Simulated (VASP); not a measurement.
# SnSe (Fm-3m) in VASP: a series of runs

Aim: see how the results for SnSe move with the level of theory and the settings. Levels: PBEsol, LDA. Tasks: relaxation of cell and atoms.

All numbers are computed with VASP 6.6.1; they aren't measurements. Logs are shortened: lines on timing, memory, paths and dates and some standing lists are left out, and cuts for length are marked.

### 1 The cell of the first run

Symmetry: Fm-3m, No. 225, cubic system. The conventional cell has a = 6.020 Å, b = 6.020 Å, c = 6.020 Å, α = 90.00°, β = 90.00°, γ = 90.00°. Sn (site symmetry m-3m) has 6 Se at 3.01 Å within 4.0 Å. Within 4.0 Å of Se (site symmetry m-3m) lie 6 Sn at 3.01 Å.

### 2 Relaxation of cell and atoms, PBEsol

The input, INCAR:

```
SYSTEM = SnSe
PREC = Accurate
ENCUT = 600
EDIFF = 1E-6
ISMEAR = -1
SIGMA = 0.02
LREAL = .FALSE.
LASPH = .TRUE.
NELM = 60
ALGO = Normal
ISIF = 3
LWAVE = .FALSE.
LCHARG = .FALSE.
GGA = PS
IBRION = 2
NSW = 80
EDIFFG = -0.01
```

The input, KPOINTS:

```
regular mesh
0
G
  8 8 8
  0 0 0
```

The input, POSCAR:

```
SnSe
1.0
    0.0000000000      3.0100000000      3.0100000000
    3.0100000000      0.0000000000      3.0100000000
    3.0100000000      3.0100000000      0.0000000000
Sn Se
1 1
Direct
    0.0000000000      0.0000000000      0.0000000000
    0.5000000000      0.5000000000      0.5000000000
```

Potentials or basis: VASP PAW PBE potentials, release 64 (Sn_d, Se).

The run is started by

```bash
$ cat potpaw_PBE.64/Sn_d/POTCAR potpaw_PBE.64/Se/POTCAR > POTCAR
$ mpirun -np 1 vasp_std > vasp.out
```

OUTCAR:

```text
SYSTEM = SnSe
   PREC = Accurate
   ENCUT = 600
   EDIFF = 1E-6
   ISMEAR = -1
   LREAL = .FALSE.
   LASPH = .TRUE.
   NELM = 60
   ISIF = 3
   GGA = PS
   IBRION = 2
   NSW = 80
   EDIFFG = -0.01

 ion  position               nearest neighbor table
   1  0.000  0.000  0.000-   2 3.01   2 3.01   2 3.01   2 3.01   2 3.01   2 3.01
   2  0.500  0.500  0.500-   1 3.01   1 3.01   1 3.01   1 3.01   1 3.01   1 3.01

  LATTYP: Found a face centered cubic cell.
 ALAT       =     6.0200000000

  Lattice vectors:

 A1 = (   0.0000000000,   3.0100000000,   3.0100000000)
 A2 = (   3.0100000000,   0.0000000000,   3.0100000000)
 A3 = (   3.0100000000,   3.0100000000,   0.0000000000)

Analysis of symmetry for initial positions (statically):
=====================================================================
 Subroutine PRICEL returns:
 Original cell was already a primitive cell.

 Routine SETGRP: Setting up the symmetry group for a
 face centered cubic supercell.

 Subroutine GETGRP returns: Found 48 space group operations
[... 9 lines left out ...]

 Routine SETGRP: Setting up the symmetry group for a
 face centered cubic supercell.

 Subroutine GETGRP returns: Found 48 space group operations
[... 11 lines left out ...]
                                     Primitive cell

  volume of cell :      54.5418

  direct lattice vectors                    reciprocal lattice vectors
     0.000000000  3.010000000  3.010000000    -0.166112957  0.166112957  0.166112957
     3.010000000  0.000000000  3.010000000     0.166112957 -0.166112957  0.166112957
     3.010000000  3.010000000  0.000000000     0.166112957  0.166112957 -0.166112957

  length of vectors
     4.256782823  4.256782823  4.256782823     0.287716081  0.287716081  0.287716081

  position of ions in fractional coordinates (direct lattice)
     0.000000000  0.000000000  0.000000000
     0.500000000  0.500000000  0.500000000

  ion indices of the primitive-cell ions
   primitive index   ion index
                 1           1
                 2           2

----------------------------------------------------------------------------------------

 KPOINTS: regular mesh

Automatic generation of k-mesh.
 Grid dimensions read from file:
 generate k-points for:    8    8    8

 Generating k-lattice:

  Cartesian coordinates                     Fractional coordinates (reciprocal lattice)
    -0.020764120  0.020764120  0.020764120     0.125000000  0.000000000  0.000000000
     0.020764120 -0.020764120  0.020764120     0.000000000  0.125000000  0.000000000
     0.020764120  0.020764120 -0.020764120     0.000000000  0.000000000  0.125000000

  Length of vectors
     0.035964510  0.035964510  0.035964510

  Shift w.r.t. Gamma in fractional coordinates (k-lattice)
     0.000000000  0.000000000  0.000000000

 Subroutine IBZKPT returns following result:
 ===========================================

 Found     29 irreducible k-points:

 Following reciprocal coordinates:
            Coordinates               Weight
  0.000000  0.000000  0.000000      1.000000
  0.125000  0.000000  0.000000      8.000000
  0.250000  0.000000  0.000000      8.000000
  0.375000  0.000000  0.000000      8.000000
  0.500000  0.000000  0.000000      4.000000
  0.125000  0.125000  0.000000      6.000000
[... 16 lines left out ...]
  0.500000  0.250000  0.125000     48.000000
 -0.375000  0.250000  0.125000     24.000000
 [... further k-points ...]
   k-points           NKPTS =     29   k-points in BZ     NKDIM =     29   number of bands    NBANDS=     14
   number of dos      NEDOS =    301   number of ions     NIONS =      2
   total plane-waves  NPLWV =  46656
   dimension x,y,z NGX =    36 NGY =   36 NGZ =   36
   dimension x,y,z NGXF=    72 NGYF=   72 NGZF=   72
   ions per type =               1   1
   NGX,Y,Z   is equivalent  to a cutoff of  14.06, 14.06, 14.06 a.u.
   NGXF,Y,Z  is equivalent  to a cutoff of  28.12, 28.12, 28.12 a.u.
 SYSTEM =  SnSe
   PREC   = accura    normal or accurate (medium, high low for compatibility)
   ISTART =      0    job   : 0-new  1-cont  2-samecut
   ICHARG =      2    charge: 1-file 2-atom 10-const
   ISPIN  =      1    spin polarized calculation?
   LNONCOLLINEAR =      F non collinear calculations
   LSORBIT =      F    spin-orbit coupling
   LASPH  =      T    aspherical Exc in radial PAW
   ENCUT  =  600.0 eV  44.10 Ry    6.64 a.u.   8.50  8.50  8.50*2*pi/ulx,y,z
   NELM   =     60;   NELMIN=  2; NELMDL= -5     # of ELM steps
   EDIFF  = 0.1E-05   stopping-criterion for ELM
   LREAL  =      F    real-space projection
   EDIFFG = -.1E-01   stopping-criterion for IOM
   NSW    =     80    number of steps for IOM
   IBRION =      2    ionic relax: 0-MD 1-quasi-New 2-CG
   NFREE  =      1    steps in history (QN), initial steepest desc. (CG)
   ISIF   =      3    stress and relaxation
   ISYM   =      2    0-nonsym 1-usesym 2-fastsym
   POTIM  = 0.5000    time-step for ionic-motion
   TEBEG  =    0.0;   TEEND  =   0.0 temperature during run
   PSTRESS=    0.0 pullay stress
   NELECT =      20.0000    total number of electrons
   NUPDOWN=      -1.0000    fix difference up-down
   EMIN   =  10.00;   EMAX   =-10.00  energy-range for DOS
   EFERMI =   0.00;   METHOD = LEGACY
   ISMEAR =    -1;   SIGMA  =   0.02  broadening in eV -4-tet -1-fermi 0-gaus
   EFERMI_NEDOS =   21; number of points for ismear=-14 and -15
   IALGO  =     38    algorithm
   IMIX   =      4    mixing-type and parameters
     AMIX     =   0.40;   BMIX     =  1.00
     AMIX_MAG =   1.60;   BMIX_MAG =  1.00
  volume/ion in A,a.u.               =      27.27       184.03
  Fermi-wavevector in a.u.,A,eV,Ry     =   1.171768  2.214321 18.681350  1.373040
  Thomas-Fermi vector in A             =   2.308207
   LORBIT       =      0    0 simple, 1 ext, 2 COOP (PROOUT), +10 PAW based schemes
   GGA     = PS    functional components
   LHFCALC =     F    Hartree Fock is set to
   AEXX    =    0.0000 exact exchange contribution
   IVDW    =     0    specifies the selected vdW correction
   LEPSILON=     F    determine dielectric tensor
   LRPA    =     F    only Hartree local field effects (RPA)
 conjugate gradient relaxation of ions
 non-spin polarized calculation
  energy-cutoff  :      600.00
  volume of cell :       54.54
 maximum number of plane-waves:      1841
 NGX is ok and might be reduce to    36
   NGX = 17   NGY = 17   NGZ = 17

--------------------------------------- Ionic step        1  -------------------------------------------

 number of electron      19.9999999 magnetization

 Free energy of the ion-electron system (eV)
  ---------------------------------------------------
  ext. energy  EPLUGINS =         0.00000000
  ---------------------------------------------------
  free energy    TOTEN  =        -8.97424352 eV

  energy without entropy =       -8.97424352  energy(sigma->0) =       -8.97424352

------------------------ aborting loop because EDIFF is reached ----------------------------------------

  FORCE on cell =-STRESS in cart. coord.  units (eV):
  Direction    XX          YY          ZZ          XY          YZ          ZX
  --------------------------------------------------------------------------------------
  -------------------------------------------------------------------------------------
  Total       -0.6476380     -0.6476380     -0.6476380      0.0000000     -0.0000000      0.0000000
  in kB      -19.0245076    -19.0245076    -19.0245076      0.0000000     -0.0000000      0.0000000
  external PRESSURE =     -19.0245076 kB  Pullay stress =       0.0000000 kB
[... 57 lines left out ...]
  energy  without entropy=       -8.9850184863  energy(sigma->0) =       -8.98501849

--------------------------------------- Ionic step        3  -------------------------------------------

 number of electron      19.9999998 magnetization

 Free energy of the ion-electron system (eV)
  ---------------------------------------------------
  ext. energy  EPLUGINS =         0.00000000
  ---------------------------------------------------
  free energy    TOTEN  =        -8.98612229 eV

  energy without entropy =       -8.98612229  energy(sigma->0) =       -8.98612229

 E-fermi :   6.0982     XC(G=0):  -9.9412

 val. band max:        5.7390702445   @ k =   0.5000   0.0000   0.0000
 cond. band min:       6.4865231571   @ k =  -0.3750   0.1250   0.0000
 fundamental gap:      0.7474529126
 Fermi energy:         6.0982265109

 k-point     1 :       0.0000    0.0000    0.0000
  band No.  band energies     occupation
      1     -15.6292      2.00000
      2     -15.6292      2.00000
      3     -15.6282      2.00000
      4     -15.6282      2.00000
      5     -15.6282      2.00000
      6      -8.2803      2.00000
      7       0.8619      2.00000
      8       3.5631      2.00000
      9       3.5631      2.00000
     10       3.5631      2.00000
     11      10.2730      0.00000
     12      10.2730      0.00000
     13      10.2730      0.00000
     14      11.6113      0.00000
[... 375 lines left out ...]
 k-point    24 :      -0.3750    0.2500    0.1250
  band No.  band energies     occupation
      1     -15.6459      2.00000
      2     -15.6332      2.00000
      3     -15.6225      2.00000
      4     -15.6179      2.00000
      5     -15.6116      2.00000
      6      -7.0928      2.00000
      7      -1.9753      2.00000
      8       1.9310      2.00000
      9       2.5096      2.00000
     10       5.0709      2.00000
     11       6.8253      0.00000
     12       9.0013      0.00000
     13       9.9616      0.00000
     14      12.9948      0.00000

 [... further k-points ...]

------------------------ aborting loop because EDIFF is reached ----------------------------------------

  FORCE on cell =-STRESS in cart. coord.  units (eV):
  Direction    XX          YY          ZZ          XY          YZ          ZX
  --------------------------------------------------------------------------------------
  -------------------------------------------------------------------------------------
  Total        0.0032657      0.0032657      0.0032657      0.0000000     -0.0000000     -0.0000000
  in kB        0.0994827      0.0994827      0.0994827      0.0000000     -0.0000000     -0.0000000
  external PRESSURE =       0.0994827 kB  Pullay stress =       0.0000000 kB
[... 17 lines left out ...]
  FREE ENERGIE OF THE ION-ELECTRON SYSTEM (eV)
  ---------------------------------------------------
  free  energy   TOTEN  =        -8.9861222922 eV

  energy  without entropy=       -8.9861222919  energy(sigma->0) =       -8.98612229

 reached required accuracy - stopping structural energy minimisation
```

Run time: 52 s. Hardware: 1 thread of Intel Xeon Platinum 8259CL at 2.50GHz (Skylake/Cascade Lake), shared host; peak memory 0.23 GiB.

What came out:

| Quantity | Value |
| --- | --- |
| Free energy | -8.9861 eV |
| Relaxed volume | 26.30 Å³/atom |
| Relaxed cell | a = 4.206 Å, b = 4.206 Å, c = 4.206 Å, α = 60.00°, β = 60.00°, γ = 60.00° |
| Space group after relaxing (to 0.05 Å) | Fm-3m (No. 225) |
| Energy gained by relaxing | 5.9 meV/atom |
| Ionic steps | 3 |
| Pressure after relaxing | 0.0 GPa |
| Band gap on the k mesh | 0.75 eV, indirect (least direct gap 0.81 eV) |

Step by step:
```tsv
step	energy change (eV)	largest force (eV/Å)	pressure (GPa)	volume (Å³)
1	0.0000	0.0000	-1.90	54.54
2	-0.0108	0.0000	0.63	52.03
3	-0.0119	0.0000	0.01	52.60
```

Final structure:
```
Sn Se
1.0
     0.00000    2.97376    2.97376
     2.97376    0.00000    2.97376
     2.97376    2.97376    0.00000
Sn Se
1 1
Cartesian
  0.0000 0.0000 0.0000
  2.9738 2.9738 2.9738
```

Caveat: the PAW data sets were made with another functional, which shifts forces and pressure a little; spin-orbit coupling is left out, which moves the levels of the heavy elements.

### 3 Relaxation of cell and atoms, LDA

The input, INCAR:

```
SYSTEM = SnSe
PREC = Accurate ; ENCUT = 600
EDIFF = 1E-6 ; ISMEAR = -1
SIGMA = 0.02 ; LREAL = .FALSE.
LASPH = .TRUE. ; NELM = 100
ALGO = Normal ; ISIF = 3
LWAVE = .FALSE. ; LCHARG = .FALSE.
IBRION = 2 ; NSW = 80
EDIFFG = -0.01
```

KPOINTS is that of step 2.

POSCAR is that of step 2.

Potentials or basis: VASP PAW LDA potentials, release 64 (Sn_d, Se).

The run is started by

```bash
$ cat potpaw_LDA.64/Sn_d/POTCAR potpaw_LDA.64/Se/POTCAR > POTCAR
$ mpirun -np 1 vasp_std > vasp.out
```

Run time: 44 s. Hardware: 1 thread of Intel Xeon Platinum 8259CL at 2.50GHz (Skylake/Cascade Lake), shared host; peak memory 0.2 GiB.

It converged, with:

- Free energy: -9.5100 eV
- Relaxed volume: 25.63 Å³/atom
- Relaxed cell: a = 4.170 Å, b = 4.170 Å, c = 4.170 Å, α = 60.00°, β = 60.00°, γ = 60.00°
- Space group after relaxing (to 0.05 Å): Fm-3m (No. 225)
- Energy gained by relaxing: 17.6 meV/atom
- Ionic steps: 3
- Pressure after relaxing: 0.0 GPa
- Band gap on the k mesh: 0.77 eV, indirect (least direct gap 0.91 eV)

The path:
```
step  energy change (eV)  largest force (eV/Å)  pressure (GPa)  volume (Å³)
   1              0.0000                0.0000           -3.23        54.54
   2             -0.0316                0.0000            1.19        50.32
   3             -0.0351                0.0000            0.02        51.26
```

Final structure:
```
CELL_PARAMETERS angstrom
0.00000 2.94844 2.94844
2.94844 0.00000 2.94844
2.94844 2.94844 0.00000
ATOMIC_POSITIONS crystal
Sn 0.00000 0.00000 0.00000
Se 0.50000 0.50000 0.50000
```

Levels at points of the mesh, in eV from the valence-band top:
| k point | band 6 | band 7 | band 8 | band 9 | band 10 | band 11 | band 12 | band 13 | band 14 |
| --- | --- | --- | --- | --- | --- | --- | --- | --- | --- |
| (0.00, 0.00, 0.00) | -14.17 | -4.85 | -2.22 | -2.22 | -2.22 | 4.58 | 4.58 | 4.58 | 5.92 |
| (0.50, 0.00, 0.00) | -13.09 | -8.30 | -1.94 | -1.94 | -0.01 | 0.90 | 1.28 | 1.28 | 8.46 |
| (0.50, 0.50, 0.00) | -12.75 | -5.99 | -5.78 | -3.79 | -3.79 | 2.91 | 5.74 | 5.74 | 6.41 |

Caveat: spin-orbit coupling is left out, which moves the levels of the heavy elements. Zero-point motion and thermal expansion aren't in these numbers.
